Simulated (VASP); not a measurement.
# CaF2 (Fm-3m) in VASP: further runs

The runs below take CaF2 through single point, with HSE06.

Program: VASP 6.6.1. These are calculated values, not measurements. Logs are shortened: lines on timing, memory, paths and dates and some standing lists are left out, and cuts for length are marked.

## (1) The cell of the first run

Symmetry: Fm-3m, No. 225, cubic system. Conventional cell: a = 5.602 Å, b = 5.602 Å, c = 5.602 Å, α = 90.00°, β = 90.00°, γ = 90.00°. Within 3.2 Å of Ca (site symmetry m-3m) lie 8 F at 2.43 Å. Within 3.2 Å of F (site symmetry -43m) lie 4 Ca at 2.43 Å and 6 F at 2.80 Å.

## (2) Single point, HSE06 (strain +3.0%)

Contents of POSCAR:

```
CaF2
1.0
    0.0000000000      2.8011807631      2.8011807631
    2.8011807631      0.0000000000      2.8011807631
    2.8011807631      2.8011807631      0.0000000000
Ca F
1 2
Direct
    0.0000000000      0.0000000000      0.0000000000
    0.2500000000      0.2500000000      0.2500000000
    0.7500000000      0.7500000000      0.7500000000
```

Contents of INCAR.step1:

```
  PREC = Accurate
  ENCUT = 520
  EDIFF = 1E-5
  ISMEAR = 0
  SIGMA = 0.01
  LREAL = F
  LASPH = T
  NELM = 120
  ALGO = Normal
  ISIF = 2
  LWAVE = T
  LCHARG = F
  NBANDS = 19
  GGA = PE
  GGA_COMPAT = F
```

Contents of INCAR.step2:

```
  PREC = Accurate
  ENCUT = 520
  EDIFF = 1E-6
  ISMEAR = 0
  SIGMA = 0.01
  LREAL = F
  LASPH = T
  NELM = 120
  ALGO = Normal
  ISIF = 2
  LWAVE = F
  LCHARG = F
  GGA = PE
  LHFCALC = T
  HFSCREEN = 0.2079
  PRECFOCK = Normal
  NBANDS = 19
  ISTART = 1
  GGA_COMPAT = F
```

Contents of KPOINTS:

```
regular mesh
0
Gamma
  6 6 6
```

Potentials or basis: VASP PAW PBE potentials, release 64 (Ca_sv, F).

On the command line:

```console
$ cat potpaw_PBE.64/Ca_sv/POTCAR potpaw_PBE.64/F/POTCAR > POTCAR
$ cp INCAR.step1 INCAR
$ mpirun -np 1 vasp_std > vasp.out
$ cp INCAR.step2 INCAR
$ mpirun -np 1 vasp_std > vasp.out
```

OUTCAR:

```text
PREC = Accurate
   ENCUT = 520
   EDIFF = 1E-6
   ISMEAR = 0
   LREAL = F
   LASPH = T
   NELM = 120
   ISIF = 2
   GGA = PE
   LHFCALC = T
   HFSCREEN = 0.2079
   PRECFOCK = Normal
   ISTART = 1

 ion  position               nearest neighbor table
   1  0.000  0.000  0.000-   2 2.43   3 2.43   3 2.43   3 2.43   3 2.43   2 2.43   2 2.43   2 2.43

   2  0.250  0.250  0.250-   1 2.43   1 2.43   1 2.43   1 2.43
   3  0.750  0.750  0.750-   1 2.43   1 2.43   1 2.43   1 2.43

  LATTYP: Found a face centered cubic cell.
 ALAT       =     5.6023615262

  Lattice vectors:

 A1 = (   0.0000000000,   2.8011807631,   2.8011807631)
 A2 = (   2.8011807631,   0.0000000000,   2.8011807631)
 A3 = (   2.8011807631,   2.8011807631,   0.0000000000)

Analysis of symmetry for initial positions (statically):
=====================================================================
 Subroutine PRICEL returns:
 Original cell was already a primitive cell.

 Routine SETGRP: Setting up the symmetry group for a
 face centered cubic supercell.

 Subroutine GETGRP returns: Found 48 space group operations
 (whereof 48 operations were pure point group operations)
 out of a pool of 48 trial point group operations.

The static configuration has the point symmetry O_h .

Analysis of symmetry for dynamics (positions and initial velocities):
=====================================================================
 Subroutine PRICEL returns:
 Original cell was already a primitive cell.

 Routine SETGRP: Setting up the symmetry group for a
 face centered cubic supercell.

 Subroutine GETGRP returns: Found 48 space group operations
 (whereof 48 operations were pure point group operations)
 out of a pool of 48 trial point group operations.

The dynamic configuration has the point symmetry O_h .

 Subroutine INISYM returns: Found 48 space group operations
 (whereof 48 operations are pure point group operations),
 and found     1 'primitive' translations

----------------------------------------------------------------------------------------

                                     Primitive cell

  volume of cell :      43.9596

  direct lattice vectors                    reciprocal lattice vectors
     0.000000000  2.801180763  2.801180763    -0.178496157  0.178496157  0.178496157
     2.801180763  0.000000000  2.801180763     0.178496157 -0.178496157  0.178496157
     2.801180763  2.801180763  0.000000000     0.178496157  0.178496157 -0.178496157

  length of vectors
     3.961467826  3.961467826  3.961467826     0.309164412  0.309164412  0.309164412

  position of ions in fractional coordinates (direct lattice)
     0.000000000  0.000000000  0.000000000
     0.250000000  0.250000000  0.250000000
     0.750000000  0.750000000  0.750000000

  ion indices of the primitive-cell ions
   primitive index   ion index
                 1           1
                 2           2
                 3           3

----------------------------------------------------------------------------------------

 KPOINTS: regular mesh

Automatic generation of k-mesh.
 Grid dimensions read from file:
 generate k-points for:    6    6    6

 Generating k-lattice:

  Cartesian coordinates                     Fractional coordinates (reciprocal lattice)
    -0.029749359  0.029749359  0.029749359     0.166666667  0.000000000  0.000000000
     0.029749359 -0.029749359  0.029749359     0.000000000  0.166666667  0.000000000
     0.029749359  0.029749359 -0.029749359     0.000000000  0.000000000  0.166666667

  Length of vectors
     0.051527402  0.051527402  0.051527402

  Shift w.r.t. Gamma in fractional coordinates (k-lattice)
     0.000000000  0.000000000  0.000000000

 Subroutine IBZKPT returns following result:
 ===========================================

 Found     16 irreducible k-points:

 Following reciprocal coordinates:
            Coordinates               Weight
  0.000000  0.000000  0.000000      1.000000
  0.166667  0.000000  0.000000      8.000000
  0.333333  0.000000  0.000000      8.000000
  0.500000  0.000000  0.000000      4.000000
  0.166667  0.166667  0.000000      6.000000
  0.333333  0.166667  0.000000     24.000000
[... 8 lines left out ...]
 -0.333333  0.333333  0.166667     24.000000
 -0.333333  0.500000  0.166667     12.000000
   k-points           NKPTS =     16   k-points in BZ     NKDIM =    216   number of bands    NBANDS=     19
   number of dos      NEDOS =    301   number of ions     NIONS =      3
   total plane-waves  NPLWV =  27000
   dimension x,y,z NGX =    30 NGY =   30 NGZ =   30
   dimension x,y,z NGXF=    60 NGYF=   60 NGZF=   60
   ions per type =               1   2
   NGX,Y,Z   is equivalent  to a cutoff of  12.59, 12.59, 12.59 a.u.
   NGXF,Y,Z  is equivalent  to a cutoff of  25.18, 25.18, 25.18 a.u.
 SYSTEM =  unknown system
   PREC   = accura    normal or accurate (medium, high low for compatibility)
   ISTART =      1    job   : 0-new  1-cont  2-samecut
   ICHARG =      0    charge: 1-file 2-atom 10-const
   ISPIN  =      1    spin polarized calculation?
   LNONCOLLINEAR =      F non collinear calculations
   LSORBIT =      F    spin-orbit coupling
   LASPH  =      T    aspherical Exc in radial PAW
   ENCUT  =  520.0 eV  38.22 Ry    6.18 a.u.   7.37  7.37  7.37*2*pi/ulx,y,z
   NELM   =    120;   NELMIN=  2; NELMDL=  0     # of ELM steps
   EDIFF  = 0.1E-05   stopping-criterion for ELM
   LREAL  =      F    real-space projection
   EDIFFG = 0.1E-04   stopping-criterion for IOM
   NSW    =      0    number of steps for IOM
   IBRION =     -1    ionic relax: 0-MD 1-quasi-New 2-CG
   NFREE  =      0    steps in history (QN), initial steepest desc. (CG)
   ISIF   =      2    stress and relaxation
   ISYM   =      3    0-nonsym 1-usesym 2-fastsym
   POTIM  = 0.5000    time-step for ionic-motion
   TEBEG  =    0.0;   TEEND  =   0.0 temperature during run
   PSTRESS=    0.0 pullay stress
   NELECT =      24.0000    total number of electrons
   NUPDOWN=      -1.0000    fix difference up-down
   EMIN   =  10.00;   EMAX   =-10.00  energy-range for DOS
   EFERMI =   0.00;   METHOD = LEGACY
   ISMEAR =     0;   SIGMA  =   0.01  broadening in eV -4-tet -1-fermi 0-gaus
   EFERMI_NEDOS =   21; number of points for ismear=-14 and -15
   IALGO  =     38    algorithm
   IMIX   =      1    mixing-type and parameters
     AMIX     =   0.40;   BMIX     =  1.00
     AMIX_MAG =   1.60;   BMIX_MAG =  1.00
  volume/ion in A,a.u.               =      14.65        98.88
  Fermi-wavevector in a.u.,A,eV,Ry     =   1.338014  2.528481 24.358272  1.790282
  Thomas-Fermi vector in A             =   2.466518
   LORBIT       =      0    0 simple, 1 ext, 2 COOP (PROOUT), +10 PAW based schemes
   GGA     = PE    functional components
   LHFCALC =     T    Hartree Fock is set to
   PRECFOCK=normal    Normal, Fast or Accurate (Low or Medium for compatibility)
   ENCUT4O =  -1.0   cutoff for four orbital integrals eV
   NKREDX  =     1    reduce k-point grid by
   NKREDY  =     1    reduce k-point grid by
   NKREDZ  =     1    reduce k-point grid by
   AEXX    =    0.2500 exact exchange contribution
   HFSCREEN=    0.2079 screening length (either q_TF or 0.3 A-1)
   HFSCREENC=   0.2079 screening length for correlation (either q_TF or 0.3 A-1)
   ENCUTFOCK=  -1.0 apply spherical cutoff to Coloumb kernel
   IVDW    =     0    specifies the selected vdW correction
   LEPSILON=     F    determine dielectric tensor
   LRPA    =     F    only Hartree local field effects (RPA)
 non-spin polarized calculation
 Gauss-broadening in eV      SIGMA  =   0.01
  energy-cutoff  :      520.00
  volume of cell :       43.96
 maximum number of plane-waves:      1243
 NGX is ok and might be reduce to    30
  NGX = 24; NGY = 24; NGZ = 24

 number of electron      24.0000020 magnetization

 Free energy of the ion-electron system (eV)
  ---------------------------------------------------
  ext. energy  EPLUGINS =         0.00000000
  ---------------------------------------------------
  free energy    TOTEN  =       -20.55735348 eV

  energy without entropy =      -20.55735348  energy(sigma->0) =      -20.55735348

 E-fermi :  -2.8477     XC(G=0):  -7.6090

 val. band max:       -2.9424682104   @ k =   0.5000   0.5000   0.0000
 cond. band min:       5.9287468368   @ k =   0.0000   0.0000   0.0000
 fundamental gap:      8.8712150472
 Fermi energy:        -2.8476710303

 k-point     1 :       0.0000    0.0000    0.0000
  band No.  band energies     occupation
      1     -41.3743      2.00000
      2     -24.2953      2.00000
      3     -23.6105      2.00000
      4     -20.8420      2.00000
      5     -20.8420      2.00000
      6     -20.8420      2.00000
[... 11 lines left out ...]
     18      10.5125      0.00000
     19      15.5406      0.00000

 k-point     2 :       0.1667    0.0000    0.0000
  band No.  band energies     occupation
      1     -41.3685      2.00000
      2     -24.3280      2.00000
      3     -23.6694      2.00000
      4     -20.8505      2.00000
      5     -20.8505      2.00000
      6     -20.7596      2.00000
[... 11 lines left out ...]
     18      10.4537      0.00000
     19      14.4049      0.00000

 k-point     3 :       0.3333    0.0000    0.0000
  band No.  band energies     occupation
      1     -41.3570      2.00000
      2     -24.3437      2.00000
      3     -23.8454      2.00000
      4     -20.8675      2.00000
      5     -20.8675      2.00000
      6     -20.5833      2.00000
[... 11 lines left out ...]
     18      10.3348      0.00000
     19      12.8477      0.00000

 k-point     4 :       0.5000    0.0000    0.0000
  band No.  band energies     occupation
      1     -41.3512      2.00000
      2     -24.3088      2.00000
      3     -23.9782      2.00000
      4     -20.8760      2.00000
      5     -20.8760      2.00000
      6     -20.4908      2.00000
[... 11 lines left out ...]
     18      10.2745      0.00000
     19      12.3744      0.00000

 k-point     5 :       0.1667    0.1667    0.0000
  band No.  band energies     occupation
      1     -41.3666      2.00000
      2     -24.3474      2.00000
      3     -23.6761      2.00000
      4     -20.8630      2.00000
      5     -20.8630      2.00000
      6     -20.7171      2.00000
[... 11 lines left out ...]
     18      10.4268      0.00000
     19      15.0463      0.00000

 k-point     6 :       0.3333    0.1667    0.0000
  band No.  band energies     occupation
      1     -41.3570      2.00000
      2     -24.3748      2.00000
      3     -23.8055      2.00000
      4     -20.8820      2.00000
      5     -20.8471      2.00000
      6     -20.5979      2.00000
[... 11 lines left out ...]
     18      10.4325      0.00000
     19      13.8397      0.00000

 k-point     7 :       0.5000    0.1667    0.0000
  band No.  band energies     occupation
      1     -41.3492      2.00000
      2     -24.3046      2.00000
      3     -24.0151      2.00000
      4     -20.8885      2.00000
      5     -20.7991      2.00000
      6     -20.5289      2.00000
[... 11 lines left out ...]
     18      10.8873      0.00000
     19      12.7311      0.00000

 k-point     8 :      -0.3333    0.1667    0.0000
  band No.  band energies     occupation
      1     -41.3512      2.00000
      2     -24.3060      2.00000
      3     -23.9851      2.00000
      4     -20.8761      2.00000
      5     -20.7871      2.00000
      6     -20.5748      2.00000
[... 80 lines left out ...]
 k-point    12 :      -0.3333    0.3333    0.0000
  band No.  band energies     occupation
      1     -41.3454      2.00000
      2     -24.2304      2.00000
      3     -24.1545      2.00000
      4     -20.8991      2.00000
      5     -20.6997      2.00000
      6     -20.5653      2.00000
[... 11 lines left out ...]
     18      12.2607      0.00000
     19      13.7084      0.00000

 k-point    13 :       0.5000    0.5000    0.0000
  band No.  band energies     occupation
      1     -41.3435      2.00000
      2     -24.4880      2.00000
      3     -23.8673      2.00000
      4     -20.9257      2.00000
      5     -20.9257      2.00000
      6     -20.3479      2.00000
[... 11 lines left out ...]
     18      11.8316      0.00000
     19      13.5669      0.00000

 k-point    14 :       0.5000    0.3333    0.1667
  band No.  band energies     occupation
      1     -41.3493      2.00000
      2     -24.3526      2.00000
      3     -23.9589      2.00000
      4     -20.8984      2.00000
      5     -20.7792      2.00000
      6     -20.5467      2.00000
[... 11 lines left out ...]
     18      10.9706      0.00000
     19      13.9384      0.00000

 k-point    15 :      -0.3333    0.3333    0.1667
  band No.  band energies     occupation
      1     -41.3454      2.00000
      2     -24.2326      2.00000
      3     -24.1522      2.00000
      4     -20.9100      2.00000
      5     -20.6719      2.00000
      6     -20.5824      2.00000
[... 11 lines left out ...]
     18      12.1899      0.00000
     19      13.1607      0.00000

 k-point    16 :      -0.3333    0.5000    0.1667
  band No.  band energies     occupation
      1     -41.3435      2.00000
      2     -24.3525      2.00000
      3     -24.0458      2.00000
      4     -20.9269      2.00000
      5     -20.7575      2.00000
      6     -20.4723      2.00000
[... 11 lines left out ...]
     18      13.2306      0.00000
     19      13.4603      0.00000

------------------------ aborting loop because EDIFF is reached ----------------------------------------

  FORCE on cell =-STRESS in cart. coord.  units (eV):
  Direction    XX          YY          ZZ          XY          YZ          ZX
  --------------------------------------------------------------------------------------
  -------------------------------------------------------------------------------------
  Total       -1.3490593     -1.3490593     -1.3490593     -0.0000000      0.0000000     -0.0000000
  in kB      -49.1686443    -49.1686443    -49.1686443     -0.0000000      0.0000000     -0.0000000
  external PRESSURE =     -49.1686443 kB  Pullay stress =       0.0000000 kB

 VOLUME and BASIS-vectors are now :
 -----------------------------------------------------------------------------
  energy-cutoff  :      520.00
  volume of cell :       43.96
      direct lattice vectors                 reciprocal lattice vectors
     0.000000000  2.801180763  2.801180763    -0.178496157  0.178496157  0.178496157
     2.801180763  0.000000000  2.801180763     0.178496157 -0.178496157  0.178496157
     2.801180763  2.801180763  0.000000000     0.178496157  0.178496157 -0.178496157

 POSITION                                       TOTAL-FORCE (eV/Angst)
 -----------------------------------------------------------------------------------
      0.00000      0.00000      0.00000        -0.000000      0.000000      0.000000
      1.40059      1.40059      1.40059        -0.000000     -0.000000     -0.000000
      4.20177      4.20177      4.20177         0.000000      0.000000      0.000000
 -----------------------------------------------------------------------------------
    total drift:                               -0.000000     -0.000000     -0.000000

  FREE ENERGIE OF THE ION-ELECTRON SYSTEM (eV)
  ---------------------------------------------------
  free  energy   TOTEN  =       -20.5573534758 eV

  energy  without entropy=      -20.5573534758  energy(sigma->0) =      -20.55735348
```

Wall time 66 min (1 thread of Intel Xeon Platinum 8259CL at 2.50GHz (Skylake/Cascade Lake), shared host); peak memory 0.29 GiB.

What came out:

| Quantity | Value |
| --- | --- |
| Free energy | -20.5574 eV |
| Pressure | -4.9 GPa |
| Band gap on the k mesh | 8.87 eV (least direct gap 9.13 eV) |

Levels at points of the mesh, in eV from the valence-band top:
```
           k point  band 8  band 9  band 10  band 11  band 12  band 13  band 14  band 15  band 16  band 17
(0.00, 0.00, 0.00)   -1.96   -1.96    -0.25    -0.25    -0.25     8.87    11.49    11.49    13.45    13.45
(0.50, 0.00, 0.00)   -1.38   -1.25    -1.18    -0.83    -0.83    11.67    11.67    11.88    12.39    13.22
(0.50, 0.50, 0.00)   -1.62   -1.62    -0.32    -0.32     0.00    10.21    11.73    12.43    13.18    13.18
```

Caveat: the cell differs from its parent crystal (strain +3.0%); the cell stands under tension; the PAW data sets were made with another functional, which shifts forces and pressure a little.

## (3) Single point, HSE06 (strain -1.0%)

Contents of POSCAR:

```
CaF2
1.0
    0.0000000000      2.6923970441      2.6923970441
    2.6923970441      0.0000000000      2.6923970441
    2.6923970441      2.6923970441      0.0000000000
Ca F
1 2
Direct
    0.0000000000      0.0000000000      0.0000000000
    0.2500000000      0.2500000000      0.2500000000
    0.7500000000      0.7500000000      0.7500000000
```

INCAR.step1 is that of step 2.

INCAR.step2 is that of step 2.

Contents of KPOINTS:

```
Automatic mesh
0
Gamma
  6 6 6
```

Potentials or basis: VASP PAW PBE potentials, release 64 (Ca_sv, F).

On the command line:

```console
$ cat potpaw_PBE.64/Ca_sv/POTCAR potpaw_PBE.64/F/POTCAR > POTCAR
$ cp INCAR.step1 INCAR
$ mpirun -np 1 vasp_std > vasp.out
$ cp INCAR.step2 INCAR
$ mpirun -np 1 vasp_std > vasp.out
```

Wall time 84 min (1 thread of Intel Xeon Platinum 8259CL at 2.50GHz (Skylake/Cascade Lake), shared host); peak memory 0.29 GiB.

Results (log left out):

```
Free energy            : -20.5666 eV
Pressure               : 4.8 GPa
Band gap on the k mesh : 9.61 eV (least direct gap 9.89 eV)
```

Levels at points of the mesh, in eV from the valence-band top:
| k point | band 9 | band 10 | band 11 | band 12 | band 13 | band 14 | band 15 | band 16 |
| --- | --- | --- | --- | --- | --- | --- | --- | --- |
| (0.00, 0.00, 0.00) | -2.34 | -0.28 | -0.28 | -0.28 | 9.61 | 11.98 | 11.98 | 14.45 |
| (0.50, 0.00, 0.00) | -1.40 | -1.34 | -0.91 | -0.91 | 12.23 | 12.23 | 12.72 | 13.04 |
| (0.50, 0.50, 0.00) | -1.80 | -0.40 | -0.40 | 0.00 | 10.58 | 12.46 | 13.13 | 14.02 |

Caveat: the cell differs from its parent crystal (strain -1.0%); the cell stands under pressure; the PAW data sets were made with another functional, which shifts forces and pressure a little. A k mesh can miss the band edges.
